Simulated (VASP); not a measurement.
# Rh (P6_3/mmc) in VASP: single point with LDA

Aim: the single point of Rh with LDA.

Program: VASP 6.6.1. These are calculated values, not measurements. Logs are shortened: lines on timing, memory, paths and dates and some standing lists are left out, and cuts for length are marked.

### 1 The cell of the first run

Symmetry: P6_3/mmc, No. 194, hexagonal system. Conventional cell: a = 2.731 Å, b = 2.731 Å, c = 4.428 Å, α = 90.00°, β = 90.00°, γ = 120.00°. Rh (site symmetry -6m2) has 12 Rh at 2.72 to 2.73 Å within 3.6 Å.

### 2 Single point, LDA

File INCAR:

```
ALGO = Fast ; EDIFF = 1E-6
ENCUT = 520 ; GGA = CA
ISIF = 2 ; ISMEAR = 1
LASPH = T ; LCHARG = F
LREAL = F ; LWAVE = F
NBANDS = 22 ; NELM = 100
PREC = Accurate ; SIGMA = 0.02
```

File KPOINTS:

```
k-points
0
Gamma
  18 18 12
```

File POSCAR:

```
Rh
1.0
    2.7309790422      0.0000000000      0.0000000000
   -1.3654895211      2.3650972278      0.0000000000
    0.0000000000      0.0000000000      4.4284890000
Rh
2
Direct
    0.6666666667      0.3333333333      0.7500000000
    0.3333333333      0.6666666667      0.2500000000
```

Potentials or basis: VASP PAW LDA potentials, release 64 (Rh_pv).

The run is started by

```sh
$ cat potpaw_LDA.64/Rh_pv/POTCAR > POTCAR
$ mpirun -np 1 vasp_std > vasp.out
```

OUTCAR:

```text
EDIFF = 1E-6
   ENCUT = 520
   GGA = CA
   ISIF = 2
   ISMEAR = 1
   LASPH = T
   LREAL = F
   NELM = 100
   PREC = Accurate

 ion  position               nearest neighbor table
   1  0.667  0.333  0.750-   2 2.72   2 2.72   2 2.72   2 2.72   2 2.72   2 2.72
   2  0.333  0.667  0.250-   1 2.72   1 2.72   1 2.72   1 2.72   1 2.72   1 2.72

  LATTYP: Found a hexagonal cell.
 ALAT       =     2.7309790422
 C/A-ratio  =     1.6215756077

  Lattice vectors:

 A1 = (   2.7309790422,   0.0000000000,   0.0000000000)
 A2 = (  -1.3654895211,   2.3650972278,   0.0000000000)
 A3 = (   0.0000000000,   0.0000000000,   4.4284890000)

Analysis of symmetry for initial positions (statically):
=====================================================================
 Subroutine PRICEL returns:
 Original cell was already a primitive cell.

 Routine SETGRP: Setting up the symmetry group for a
 hexagonal supercell.

 Subroutine GETGRP returns: Found 24 space group operations
 (whereof 12 operations were pure point group operations)
 out of a pool of 24 trial point group operations.

The static configuration has the point symmetry D_3d.
 The point group associated with its full space group is D_6h.

Analysis of symmetry for dynamics (positions and initial velocities):
=====================================================================
 Subroutine PRICEL returns:
 Original cell was already a primitive cell.

 Routine SETGRP: Setting up the symmetry group for a
 hexagonal supercell.

 Subroutine GETGRP returns: Found 24 space group operations
 (whereof 12 operations were pure point group operations)
 out of a pool of 24 trial point group operations.

The dynamic configuration has the point symmetry D_3d.
 The point group associated with its full space group is D_6h.

 Subroutine INISYM returns: Found 24 space group operations
 (whereof 12 operations are pure point group operations),
 and found     1 'primitive' translations

----------------------------------------------------------------------------------------

                                     Primitive cell

  volume of cell :      28.6037

  direct lattice vectors                    reciprocal lattice vectors
     2.730979042  0.000000000  0.000000000     0.366169049  0.211407799  0.000000000
    -1.365489521  2.365097228  0.000000000     0.000000000  0.422815599  0.000000000
     0.000000000  0.000000000  4.428489000     0.000000000  0.000000000  0.225810655

  length of vectors
     2.730979042  2.730979042  4.428489000     0.422815599  0.422815599  0.225810655

  position of ions in fractional coordinates (direct lattice)
     0.666666667  0.333333333  0.750000000
     0.333333333  0.666666667  0.250000000

  ion indices of the primitive-cell ions
   primitive index   ion index
                 1           1
                 2           2

----------------------------------------------------------------------------------------

 KPOINTS: k-points

Automatic generation of k-mesh.
 Grid dimensions read from file:
 generate k-points for:   18   18   12

 Generating k-lattice:

  Cartesian coordinates                     Fractional coordinates (reciprocal lattice)
     0.020342725  0.011744878  0.000000000     0.055555556  0.000000000  0.000000000
     0.000000000  0.023489755  0.000000000     0.000000000  0.055555556  0.000000000
     0.000000000  0.000000000  0.018817555     0.000000000  0.000000000  0.083333333

  Length of vectors
     0.023489755  0.023489755  0.018817555

  Shift w.r.t. Gamma in fractional coordinates (k-lattice)
     0.000000000  0.000000000  0.000000000

 Subroutine IBZKPT returns following result:
 ===========================================

 Found    259 irreducible k-points:

 Following reciprocal coordinates:
            Coordinates               Weight
  0.000000  0.000000  0.000000      1.000000
  0.055556  0.000000  0.000000      6.000000
  0.111111  0.000000  0.000000      6.000000
  0.166667  0.000000  0.000000      6.000000
  0.222222 -0.000000  0.000000      6.000000
  0.277778  0.000000  0.000000      6.000000
[... 16 lines left out ...]
  0.333333  0.111111  0.000000     12.000000
  0.388889  0.111111  0.000000     12.000000
 [... further k-points ...]
   k-points           NKPTS =    259   k-points in BZ     NKDIM =    259   number of bands    NBANDS=     22
   number of dos      NEDOS =    301   number of ions     NIONS =      2
   total plane-waves  NPLWV =  14400
   dimension x,y,z NGX =    20 NGY =   20 NGZ =   36
   dimension x,y,z NGXF=    40 NGYF=   40 NGZF=   72
   ions per type =               2
   NGX,Y,Z   is equivalent  to a cutoff of  12.17, 12.17, 13.51 a.u.
   NGXF,Y,Z  is equivalent  to a cutoff of  24.35, 24.35, 27.03 a.u.
 SYSTEM =  unknown system
   PREC   = accura    normal or accurate (medium, high low for compatibility)
   ISTART =      0    job   : 0-new  1-cont  2-samecut
   ICHARG =      2    charge: 1-file 2-atom 10-const
   ISPIN  =      1    spin polarized calculation?
   LNONCOLLINEAR =      F non collinear calculations
   LSORBIT =      F    spin-orbit coupling
   LASPH  =      T    aspherical Exc in radial PAW
   ENCUT  =  520.0 eV  38.22 Ry    6.18 a.u.   5.08  5.08  8.23*2*pi/ulx,y,z
   NELM   =    100;   NELMIN=  2; NELMDL= -5     # of ELM steps
   EDIFF  = 0.1E-05   stopping-criterion for ELM
   LREAL  =      F    real-space projection
   EDIFFG = 0.1E-04   stopping-criterion for IOM
   NSW    =      0    number of steps for IOM
   IBRION =     -1    ionic relax: 0-MD 1-quasi-New 2-CG
   NFREE  =      0    steps in history (QN), initial steepest desc. (CG)
   ISIF   =      2    stress and relaxation
   ISYM   =      2    0-nonsym 1-usesym 2-fastsym
   POTIM  = 0.5000    time-step for ionic-motion
   TEBEG  =    0.0;   TEEND  =   0.0 temperature during run
   PSTRESS=    0.0 pullay stress
   NELECT =      30.0000    total number of electrons
   NUPDOWN=      -1.0000    fix difference up-down
   EMIN   =  10.00;   EMAX   =-10.00  energy-range for DOS
   EFERMI =   0.00;   METHOD = LEGACY
   ISMEAR =     1;   SIGMA  =   0.02  broadening in eV -4-tet -1-fermi 0-gaus
   EFERMI_NEDOS =   21; number of points for ismear=-14 and -15
   IALGO  =     68    algorithm
   IMIX   =      4    mixing-type and parameters
     AMIX     =   0.40;   BMIX     =  1.00
     AMIX_MAG =   1.60;   BMIX_MAG =  1.00
  volume/ion in A,a.u.               =      14.30        96.51
  Fermi-wavevector in a.u.,A,eV,Ry     =   1.663314  3.143208 37.642066  2.766614
  Thomas-Fermi vector in A             =   2.750053
   LORBIT       =      0    0 simple, 1 ext, 2 COOP (PROOUT), +10 PAW based schemes
   GGA     = CA    functional components
   LHFCALC =     F    Hartree Fock is set to
   AEXX    =    0.0000 exact exchange contribution
   IVDW    =     0    specifies the selected vdW correction
   LEPSILON=     F    determine dielectric tensor
   LRPA    =     F    only Hartree local field effects (RPA)
 non-spin polarized calculation
 RMM-DIIS sequential band-by-band and
 Methfessel and Paxton  Order N= 1 SIGMA  =   0.02
  energy-cutoff  :      520.00
  volume of cell :       28.60
 maximum number of plane-waves:       785
   NGX = 11   NGY = 11   NGZ = 17

 number of electron      30.0000009 magnetization

 Free energy of the ion-electron system (eV)
  ---------------------------------------------------
  ext. energy  EPLUGINS =         0.00000000
  ---------------------------------------------------
  free energy    TOTEN  =       -17.16061452 eV

  energy without entropy =      -17.16064613  energy(sigma->0) =      -17.16062506

 E-fermi :  11.0845     XC(G=0): -14.1011

 val. band max:       11.0790622017   @ k =   0.3889  -0.0000   0.1667
 cond. band min:      11.0901985400   @ k =   0.1667   0.0556   0.3333
 fundamental gap:      0.0111363383
 Fermi energy:        11.0844991877

 k-point     1 :       0.0000    0.0000    0.0000
  band No.  band energies     occupation
      1     -35.7668      2.00000
      2     -35.1809      2.00000
      3     -35.1809      2.00000
      4     -35.1050      2.00000
      5     -35.0865      2.00000
      6     -35.0865      2.00000
[... 14 lines left out ...]
     21      29.0693      0.00000
     22      29.6862      0.00000

 k-point     2 :       0.0556    0.0000    0.0000
  band No.  band energies     occupation
      1     -35.7604      2.00000
      2     -35.1956      2.00000
      3     -35.1857      2.00000
      4     -35.1076      2.00000
      5     -35.1017      2.00000
      6     -35.0889      2.00000
[... 14 lines left out ...]
     21      29.1920      0.00000
     22      29.7638      0.00000

 k-point     3 :       0.1111    0.0000    0.0000
  band No.  band energies     occupation
      1     -35.7417      2.00000
      2     -35.2378      2.00000
      3     -35.1993      2.00000
      4     -35.1453      2.00000
      5     -35.1155      2.00000
      6     -35.0958      2.00000
[... 14 lines left out ...]
     21      29.5167      0.00000
     22      29.6771      0.00000

 k-point     4 :       0.1667    0.0000    0.0000
  band No.  band energies     occupation
      1     -35.7118      2.00000
      2     -35.3025      2.00000
      3     -35.2196      2.00000
      4     -35.2112      2.00000
      5     -35.1287      2.00000
      6     -35.1068      2.00000
[... 14 lines left out ...]
     21      29.5009      0.00000
     22      29.7412      0.00000

 k-point     5 :       0.2222   -0.0000    0.0000
  band No.  band energies     occupation
      1     -35.6727      2.00000
      2     -35.3820      2.00000
      3     -35.2907      2.00000
      4     -35.2440      2.00000
      5     -35.1473      2.00000
      6     -35.1208      2.00000
[... 417 lines left out ...]
 k-point    22 :       0.2778    0.1111    0.0000
  band No.  band energies     occupation
      1     -35.5646      2.00000
      2     -35.5382      2.00000
      3     -35.4644      2.00000
      4     -35.3070      2.00000
      5     -35.2076      2.00000
      6     -35.1835      2.00000
[... 14 lines left out ...]
     21      24.1726      0.00000
     22      26.9865      0.00000

 k-point    23 :       0.3333    0.1111    0.0000
  band No.  band energies     occupation
      1     -35.5983      2.00000
      2     -35.5185      2.00000
      3     -35.5094      2.00000
      4     -35.3352      2.00000
      5     -35.2379      2.00000
      6     -35.1985      2.00000
[... 14 lines left out ...]
     21      23.2970      0.00000
     22      26.2699      0.00000

 k-point    24 :       0.3889    0.1111    0.0000
  band No.  band energies     occupation
      1     -35.6375      2.00000
      2     -35.5386      2.00000
      3     -35.4813      2.00000
      4     -35.3533      2.00000
      5     -35.2648      2.00000
      6     -35.2082      2.00000
[... 14 lines left out ...]
     21      22.6820      0.00000
     22      25.6598      0.00000

 [... further k-points ...]

------------------------ aborting loop because EDIFF is reached ----------------------------------------

  FORCE on cell =-STRESS in cart. coord.  units (eV):
  Direction    XX          YY          ZZ          XY          YZ          ZX
  --------------------------------------------------------------------------------------
  -------------------------------------------------------------------------------------
  Total       -3.2277262     -3.2277262     -3.6668815      0.0000000     -0.0000000      0.0000000
  in kB     -180.7941308   -180.7941308   -205.3924689      0.0000000     -0.0000000      0.0000000
  external PRESSURE =    -188.9935769 kB  Pullay stress =       0.0000000 kB

 VOLUME and BASIS-vectors are now :
 -----------------------------------------------------------------------------
  energy-cutoff  :      520.00
  volume of cell :       28.60
      direct lattice vectors                 reciprocal lattice vectors
     2.730979042  0.000000000  0.000000000     0.366169049  0.211407799  0.000000000
    -1.365489521  2.365097228  0.000000000     0.000000000  0.422815599  0.000000000
     0.000000000  0.000000000  4.428489000     0.000000000  0.000000000  0.225810655

 POSITION                                       TOTAL-FORCE (eV/Angst)
 -----------------------------------------------------------------------------------
      1.36549      0.78837      3.32137        -0.000000      0.000000      0.000000
     -0.00000      1.57673      1.10712         0.000000     -0.000000      0.000000
 -----------------------------------------------------------------------------------
    total drift:                               -0.000000      0.000000     -0.000000

  FREE ENERGIE OF THE ION-ELECTRON SYSTEM (eV)
  ---------------------------------------------------
  free  energy   TOTEN  =       -17.1606145209 eV

  energy  without entropy=      -17.1606461326  energy(sigma->0) =      -17.16062506
```

It took 1.9 min on 1 thread of AMD EPYC 7R43 (Zen 3), shared host; peak memory 0.19 GiB.

What came out:

- Free energy: -17.1606 eV
- Pressure: -18.9 GPa
- Band gap on the k mesh: zero (band 15 reaches 11.67 eV, above the bottom of band 16 at 9.39 eV)

Stress tensor (GPa, compression positive):
```
-18.08   0.00   0.00
  0.00 -18.08   0.00
  0.00   0.00 -20.54
```

Levels at points of the mesh, in eV from the Fermi level:
| k point | band 11 | band 12 | band 13 | band 14 | band 15 | band 16 | band 17 | band 18 | band 19 | band 20 |
| --- | --- | --- | --- | --- | --- | --- | --- | --- | --- | --- |
| (0.00, 0.00, 0.00) | -2.88 | -2.39 | -2.39 | -1.80 | -1.80 | 0.13 | 0.13 | 0.70 | 8.14 | 15.87 |
| (0.50, 0.00, 0.00) | -2.59 | -2.15 | -2.06 | 0.41 | 0.58 | 0.70 | 2.90 | 4.91 | 9.96 | 10.43 |
| (0.00, 0.00, 0.50) | -2.98 | -2.98 | -2.98 | -2.98 | -0.42 | -0.42 | -0.42 | -0.42 | 14.62 | 14.62 |
| (0.50, 0.00, 0.50) | -1.58 | -1.58 | -0.30 | -0.30 | 0.58 | 0.58 | 2.59 | 2.59 | 8.90 | 8.90 |
